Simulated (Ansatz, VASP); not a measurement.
**One calculation of InAs, two programs**

```xyz
2
Lattice="0.0000 3.0180 3.0180 3.0180 0.0000 3.0180 3.0180 3.0180 0.0000" Properties=species:S:1:pos:R:3 pbc="T T T"
In    0.0000    0.0000    0.0000
As    4.5270    4.5270    4.5270
```

Alike in both runs: task single point; functional HSE06; k mesh 6 × 6 × 6; occupations fermi-dirac, width 0.05 eV; no spin polarisation.

|  | VASP | Ansatz |
| --- | --- | --- |
| version | VASP 6.6.1 | Ansatz 0.2.0 |
| potentials or method | VASP PAW PBE potentials, release 64 (In_d, As), cutoff 520 eV | all-electron PAW datasets made for the crystal |

```tsv
	VASP	Ansatz	Ansatz less VASP
gap on the k mesh at the Fermi level (eV)	0.57	0.58	+0.006
least direct gap on the mesh (eV)	0.57	0.58	+0.006
pressure (GPa)	2.0	2.3	+0.25
```

Ansatz ran all-electron here, and VASP with PAW potentials.

Noted on Ansatz's run: the program warned that the printed levels may be off, so bands, gaps and densities of states are rough.
